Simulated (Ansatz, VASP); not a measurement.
**Two plane-wave programs on GaN**

```xyz
2
Lattice="0.0000 2.2535 2.2535 2.2535 0.0000 2.2535 2.2535 2.2535 0.0000" Properties=species:S:1:pos:R:3 pbc="T T T"
Ga   -0.1061   -0.1061    0.0000
N     3.3803    3.3803    3.3803
```

Alike in both runs: task single point; functional r2SCAN; k mesh 10 × 10 × 10; occupations gaussian, width 0.05 eV; no spin polarisation.

|  | VASP | Ansatz |
| --- | --- | --- |
| version | VASP 6.6.1 | Ansatz 0.2.0 |
| potentials or method | VASP PAW PBE potentials, release 64 (Ga_d, N), cutoff 520 eV | scalar-relativistic, plane waves, PAW |
| valence electrons in the cell | 18 | 18 |

|  | VASP | Ansatz | Ansatz less VASP |
| --- | --- | --- | --- |
| gap on the k mesh at the Fermi level (eV) | 1.90 | 1.90 | +0.003 |
| least direct gap on the mesh (eV) | 1.90 | 1.90 | +0.003 |
| pressure (GPa) | 2.3 | 1.2 | -1.17 |
| traceless stress, the component that is largest in VASP (GPa) | 6.69 | 6.36 | -0.326 |
| rms of the force components (eV/Å) | 1.208 | 1.185 | -0.0227 |

VASP's potentials were made for PBE, not for r2SCAN. Atom by atom the forces differ by 0.023 eV/Å (rms over components).
